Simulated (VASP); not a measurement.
A run of VASP 6.6.1 is set up as follows.

Contents of POSCAR:

```
La
1.0
    3.7248314564      0.0000000000      0.0000000000
   -1.8624157282      3.2257986661      0.0000000000
    0.0000000000      0.0000000000      6.0292605175
La
2
Direct
    0.6666666667      0.3333333333      0.7500000000
    0.3333333333      0.6666666667      0.2500000000
```

The input INCAR.step1:

```
SYSTEM = La
  PREC = Accurate
  ENCUT = 520
  ISMEAR = -1
  SIGMA = 0.05
  LREAL = .FALSE.
  LASPH = .TRUE.
  NELM = 80
  NBANDS = 18
  GGA = PE
  ALGO = Normal
  EDIFF = 1E-4
  LWAVE = .TRUE.
  LCHARG = .FALSE.
```

File INCAR.step2:

```
SYSTEM = La
  PREC = Accurate
  ENCUT = 520
  EDIFF = 1E-6
  ISMEAR = -1
  SIGMA = 0.05
  LREAL = .FALSE.
  LASPH = .TRUE.
  NELM = 80
  ALGO = Normal
  ISIF = 2
  LWAVE = .FALSE.
  LCHARG = .FALSE.
  METAGGA = R2SCAN
  LMIXTAU = .TRUE.
  NBANDS = 18
  ISTART = 1
```

File KPOINTS:

```
Automatic mesh
0
G
  8 8 5
  0 0 0
```

Potentials or basis: VASP PAW PBE potentials, release 64 (La).

The run is started by

```bash
$ cat potpaw_PBE.64/La/POTCAR > POTCAR
$ cp INCAR.step1 INCAR
$ mpirun -np 1 vasp_std > vasp.out
$ cp INCAR.step2 INCAR
$ mpirun -np 1 vasp_std > vasp.out
```

Problem. What does it give for the pressure?

Solution. 1.5 GPa.

Problem. What does it give for the band gap on the k mesh?

Solution. Zero (band 11 reaches 9.52 eV, above the bottom of band 12 at 8.01 eV).

Stress tensor (GPa, compression positive):
```
1.80 0.00 0.00
0.00 1.80 0.00
0.00 0.00 0.85
```

Caveat: the PAW data sets were made with another functional, which shifts forces and pressure a little; spin-orbit coupling is left out, which moves the levels of the heavy elements.
